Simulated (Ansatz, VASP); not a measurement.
# BAs: VASP beside Ansatz

INCAR

```
PREC = Accurate
ENCUT = 520
EDIFF = 1E-6
ISMEAR = -1
SIGMA = 0.03
LREAL = False
LASPH = True
NELM = 80
ALGO = Normal
ISIF = 2
LWAVE = False
LCHARG = False
GGA = PE
NBANDS = 11
```

File KPOINTS:

```
regular mesh
0
Gamma
  15 15 15
```

File POSCAR:

```
BAs
1.0
    0.0000000000      2.3168450000      2.3885000000
    2.3168450000      0.0000000000      2.3885000000
    2.3168450000      2.3168450000      0.0000000000
B As
1 1
Direct
    0.0000000000      0.0000000000      0.0000000000
    0.7500000000      0.7500000000      0.7500000000
```

Input for Ansatz:

```yaml
crystal:
  lattice:
    - [0.0, 2.316845, 2.3885]
    - [2.316845, 0.0, 2.3885]
    - [2.316845, 2.316845, 0.0]
  atoms:
    - { symbol: B, position: [0.0, 0.0, 0.0] }
    - { symbol: As, position: [0.75, 0.75, 0.75] }
kpoints:
  mp_grid: { grid: [15, 15, 15] }
  band_path:
    path:
      - [0.0, 0.0, 0.0]
      - [0.5, 0.0, 0.5]
      - [0.75, 0.25, 0.5]
      - [0.5, 0.5, 0.5]
      - [0.0, 0.0, 0.0]
      - [0.5, 0.5, 0.0]
      - [0.6323875, 0.6323875, 0.264775]
      - [0.3676125, 0.3676125, 0.735225]
      - [0.0, 0.0, 0.0]
    npoints: 5
scf:
  occupations: { method: fermi_dirac, width: 0.03 }
hamiltonian:
  xc: pbe
  pseudopotentials: { kind: all_electron, lapw: { basis_error: 0.00025 } }
output:
  forces: true
  stress: true
  eigenvalues: true
```

Change from the starting cell: equal xx and yy strain of -3 %.

Alike in both runs: task single point; functional PBE; k mesh 15 × 15 × 15; occupations fermi-dirac, width 0.03 eV; no spin polarisation.

|  | VASP | Ansatz |
| --- | --- | --- |
| version | VASP 6.6.1 | Ansatz 0.2.0 |
| potentials or method | VASP PAW PBE potentials, release 64 (B, As), cutoff 520 eV | all-electron LAPW, scalar-relativistic |

|  | VASP | Ansatz | Ansatz less VASP |
| --- | --- | --- | --- |
| pressure (GPa) | 13.5 | 12.5 | -0.93 |
| traceless stress, the component that is largest in VASP (GPa) | -4.61 | -4.65 | -0.032 |

Ansatz ran all-electron here, and VASP with PAW potentials.
